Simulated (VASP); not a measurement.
# LiH (F-43m) in VASP: a series of runs, part 2 of 2

VASP 6.6.1. The steps go on from the part before.

## Step 3: Relaxation of cell and atoms, PBE

This run uses another cell than the first one, of 4.99 Å³/atom, 0.512 times its volume.

INCAR reads:

```
SYSTEM = LiH
ALGO = Normal
EDIFF = 1E-7
EDIFFG = -0.005
ENCUT = 910
GGA = PE
GGA_COMPAT = .False.
IBRION = 2
ISIF = 3
ISMEAR = -1
LASPH = .True.
LCHARG = .False.
LREAL = .False.
LWAVE = .False.
NELM = 120
NELMIN = 4
NSW = 80
PREC = Accurate
SIGMA = 0.02
```

KPOINTS reads:

```
k-points
0
Gamma
  12 12 12
  0 0 0
```

POSCAR reads:

```
LiH
1.0
    0.0000000000      1.7091877369      1.7091877369
    1.7091877369      0.0000000000      1.7091877369
    1.7091877369      1.7091877369      0.0000000000
Li H
1 1
Direct
    0.0000000000      0.0000000000      0.0000000000
    0.2500000000      0.2500000000      0.2500000000
```

Potentials or basis: VASP PAW PBE potentials, release 64 (Li_sv, H_h).

Started as:

```console
cat potpaw_PBE.64/Li_sv/POTCAR potpaw_PBE.64/H_h/POTCAR > POTCAR
mpirun -np 1 vasp_std > vasp.out
```

OUTCAR:

```text
SYSTEM = LiH
   EDIFF = 1E-7
   EDIFFG = -0.005
   ENCUT = 910
   GGA = PE
   IBRION = 2
   ISIF = 3
   ISMEAR = -1
   LASPH = .True.
   LREAL = .False.
   NELM = 120
   NELMIN = 4
   NSW = 80
   PREC = Accurate

 ion  position               nearest neighbor table
   1  0.000  0.000  0.000-   2 1.48   2 1.48   2 1.48   2 1.48
   2  0.250  0.250  0.250-   1 1.48   1 1.48   1 1.48   1 1.48

  LATTYP: Found a face centered cubic cell.
 ALAT       =     3.4183754738

  Lattice vectors:

 A1 = (   0.0000000000,   1.7091877369,   1.7091877369)
 A2 = (   1.7091877369,   0.0000000000,   1.7091877369)
 A3 = (   1.7091877369,   1.7091877369,   0.0000000000)

Analysis of symmetry for initial positions (statically):
=====================================================================
 Subroutine PRICEL returns:
 Original cell was already a primitive cell.

 Routine SETGRP: Setting up the symmetry group for a
 face centered cubic supercell.

 Subroutine GETGRP returns: Found 24 space group operations
 (whereof 24 operations were pure point group operations)
 out of a pool of 48 trial point group operations.

The static configuration has the point symmetry T_d .

Analysis of symmetry for dynamics (positions and initial velocities):
=====================================================================
 Subroutine PRICEL returns:
 Original cell was already a primitive cell.

[... 128 lines left out ...]
  volume/ion in A,a.u.               =       4.99        33.70
  Fermi-wavevector in a.u.,A,eV,Ry     =   1.206781  2.280485 19.814435  1.456320
  Thomas-Fermi vector in A             =   2.342438
   LORBIT       =      0    0 simple, 1 ext, 2 COOP (PROOUT), +10 PAW based schemes
   GGA     = PE    functional components
   LHFCALC =     F    Hartree Fock is set to
   AEXX    =    0.0000 exact exchange contribution
   IVDW    =     0    specifies the selected vdW correction
   LEPSILON=     F    determine dielectric tensor
   LRPA    =     F    only Hartree local field effects (RPA)
 conjugate gradient relaxation of ions
 non-spin polarized calculation
  energy-cutoff  :      910.00
  volume of cell :        9.99
 maximum number of plane-waves:       636
   NGX = 11   NGY = 11   NGZ = 11

--------------------------------------- Ionic step        1  -------------------------------------------

 number of electron       4.0000001 magnetization

 Free energy of the ion-electron system (eV)
  ---------------------------------------------------
  ext. energy  EPLUGINS =         0.00000000
  ---------------------------------------------------
  free energy    TOTEN  =        -4.98815255 eV

  energy without entropy =       -4.98815255  energy(sigma->0) =       -4.98815255

 E-fermi :   1.8182     XC(G=0): -10.0052

 val. band max:        1.2398617107   @ k =  -0.2500   0.5000   0.2500
 cond. band min:       6.9546327482   @ k =   0.5000   0.0000   0.0000
 fundamental gap:      5.7147710375
 Fermi energy:         1.8181912531
[... 809 lines left out ...]
--------------------------------------- Ionic step        5  -------------------------------------------

 number of electron       3.9999994 magnetization

 Free energy of the ion-electron system (eV)
  ---------------------------------------------------
  ext. energy  EPLUGINS =         0.00000000
  ---------------------------------------------------
  free energy    TOTEN  =        -5.99717052 eV

  energy without entropy =       -5.99717052  energy(sigma->0) =       -5.99717052

 E-fermi :  -1.1336     XC(G=0):  -7.7783

 val. band max:       -1.5588673307   @ k =  -0.2500   0.5000   0.2500
 cond. band min:       2.6746047053   @ k =   0.5000   0.0000   0.0000
 fundamental gap:      4.2334720360
 Fermi energy:        -1.1335787084
[... 245 lines left out ...]
  FREE ENERGIE OF THE ION-ELECTRON SYSTEM (eV)
  ---------------------------------------------------
  free  energy   TOTEN  =        -5.9971705235 eV

  energy  without entropy=       -5.9971705235  energy(sigma->0) =       -5.99717052

 reached required accuracy - stopping structural energy minimisation
```

Wall time 23 s (1 thread of Intel Xeon Platinum 8259CL at 2.50GHz (Skylake/Cascade Lake), shared host); peak memory 0.13 GiB.

Results:

```
Free energy                            : -5.9972 eV
Relaxed volume                         : 9.61 Å³/atom
Relaxed cell                           : a = 3.006 Å, b = 3.006 Å, c = 3.006 Å, α = 60.00°, β = 60.00°, γ = 60.00°
Space group after relaxing (to 0.05 Å) : F-43m (No. 216)
Energy gained by relaxing              : 504.5 meV/atom
Ionic steps                            : 5
Pressure after relaxing                : 0.0 GPa
Band gap on the k mesh                 : 4.23 eV, indirect (least direct gap 5.32 eV)
```

The path:
```tsv
step	energy change (eV)	largest force (eV/Å)	pressure (GPa)	volume (Å³)
1	0.0000	0.0000	56.50	9.99
2	-0.6538	0.0000	23.75	12.75
3	-0.9666	0.0000	5.62	16.55
4	-1.0059	0.0000	1.31	18.45
5	-1.0090	0.0000	0.05	19.21
```

Final structure:
```
Li H
1.0
     0.00000    2.12576    2.12576
     2.12576    0.00000    2.12576
     2.12576    2.12576    0.00000
Li H
1 1
Direct
  0.00000 0.00000 0.00000
  0.25000 0.25000 0.25000
```

Levels at points of the mesh, in eV from the valence-band top:
```csv
k point,band 1,band 2,band 3,band 4,band 5
"(0.00, 0.00, 0.00)",-43.31,-3.77,13.32,17.53,17.53
"(0.50, 0.00, 0.00)",-43.28,-1.10,4.23,15.27,15.27
"(0.50, 0.50, 0.00)",-43.27,-0.37,7.26,10.08,10.86
```

Caveat: the volume moved by over 15 % at a fixed basis, so the end points are rough. As with any semilocal functional, this PBE gap is likely too small.
